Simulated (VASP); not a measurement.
A run of VASP 6.6.1 is set up as follows.

File INCAR:

```
PREC     = Accurate       # precision mode
ENCUT    = 520            # plane-wave cutoff, eV
EDIFF    = 1E-6           # SCF threshold, eV
ISMEAR   = 0              # smearing method
SIGMA    = 0.1            # smearing width, eV
LREAL    = F              # projectors in reciprocal space
LASPH    = T              # aspherical terms in the spheres
NELM     = 60             # most SCF steps
ALGO     = Normal         # electronic algorithm
ISIF     = 2              # what is computed and relaxed
LWAVE    = F              # write WAVECAR
LCHARG   = F              # write CHGCAR
GGA      = PE             # functional
NBANDS   = 56             # bands
```

KPOINTS

```
regular mesh
0
Gamma
  12 12 3
```

Contents of POSCAR:

```
InP
1.0
    3.9892662566      0.0000000000      0.0000000000
   -1.9946331283      3.4548059207      0.0000000000
    0.0000000000      0.0000000000     15.7463485698
In P
5 5
Direct
    0.0000000000      0.0000000000      0.0030760379
    0.3333333333      0.6666666667      0.2038875123
    0.6666666667      0.3333333333      0.4000000000
    0.0000000000      0.0000000000      0.5961124877
    0.3333333333      0.6666666667      0.7969239621
    0.6666666667      0.3333333333      0.0982999160
    0.0000000000      0.0000000000      0.2985618286
    0.3333333333      0.6666666667      0.5014381714
    0.6666666667      0.3333333333      0.7017000840
    0.6666666667      0.3333333333      0.9000000000
```

Potentials or basis: VASP PAW PBE potentials, release 64 (In_d, P).

Command:

```sh
$ cat potpaw_PBE.64/In_d/POTCAR potpaw_PBE.64/P/POTCAR > POTCAR
$ mpirun -np 1 vasp_std > vasp.out
```

(1) Predict the pressure.

(2) Estimate the band gap on the k mesh.

Answers

(1) 0.0 GPa.

(2) zero (bands 45 and 46 overlap by 1.05 eV).

Caveat: spin-orbit coupling is left out, which moves the levels of the heavy elements.
